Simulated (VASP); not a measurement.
## Rh: single point with LDA

Crystal: Rh.

```
Rh
1.0
     0.00000    1.80779    1.80779
     1.80779    0.00000    1.80779
     1.80779    1.80779    0.00000
Rh
1
Direct
  0.00000 0.00000 0.00000
```

| Property | Result |
| --- | --- |
| Program | VASP 6.6.1 |
| Task | single point |
| Functional | LDA |
| Potentials or basis | VASP PAW LDA potentials, release 64 (Rh_pv) |
| Cutoff | 520 eV |
| k mesh | 22 × 22 × 22 |
| Occupations | gaussian, width 0.15 eV |
| Spin | no spin polarisation |
| Dipole correction | no |
| Further INCAR settings | ALGO = Fast; EDIFF = 1e-06; NBANDS = 14 |

- Pressure: 48.7 GPa
- Band gap on the k mesh: zero (an odd number of electrons rules out a gap without spin polarisation)

Levels at points of the mesh, in eV from the Fermi level:
```tsv
k point	band 4	band 5	band 6	band 7	band 8	band 9	band 10	band 11
(0.00, 0.00, 0.00)	-9.18	-3.93	-3.93	-3.93	-1.24	-1.24	15.69	19.94
(0.50, 0.00, 0.00)	-7.56	-4.03	-4.03	0.57	0.76	0.76	10.32	15.28
(0.50, 0.50, 0.00)	-7.94	-7.51	0.75	1.30	1.30	3.47	14.11	14.11
```

Run time: 34 s on 1 thread of Intel(R) Xeon(R) Platinum 8559C (Emerald Rapids), with other jobs on the host, peak memory 0.15 GiB.

Caveat: the cell stands under pressure.
